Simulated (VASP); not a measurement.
Crystal: MgS (Niningerite).

```xyz
2
Lattice="0.0000 2.6016 2.6016 2.6016 0.0000 2.6016 2.6016 2.6016 0.0000" Properties=species:S:1:pos:R:3 pbc="T T T"
Mg    0.0000    0.0000    0.0000
S     2.6016    2.6016    2.6016
```

```yaml
Program: VASP 6.6.1
Task: relaxation of cell and atoms
Functional: LDA
Potentials_or_basis: VASP PAW LDA potentials, release 64 (Mg, S)
Cutoff: 600 eV
k_mesh: 8 × 8 × 8
Occupations: gaussian, width 0.02 eV
Spin: no spin polarisation
```

At the start: pressure -3.8 GPa; volume 17.61 Å³/atom.

Question: Where does the relaxation end?

Answer: Over 3 steps the energy falls by 10.6 meV/atom and the volume is 16.76 Å³/atom (-4.8 %); space group Fm-3m (No. 225, to 0.05 Å).

Step by step:
```
step  energy change (eV)  largest force (eV/Å)  pressure (GPa)  volume (Å³)
   1              0.0000                0.0000           -3.83        35.22
   2             -0.0200                0.0000            1.05        33.12
   3             -0.0212                0.0000           -0.01        33.51
```

Final structure:
```xyz
2
Lattice="0.0000 2.5589 2.5589 2.5589 0.0000 2.5589 2.5589 2.5589 0.0000" Properties=species:S:1:pos:R:3 pbc="T T T"
Mg    0.0000    0.0000    0.0000
S     2.5589    2.5589    2.5589
```
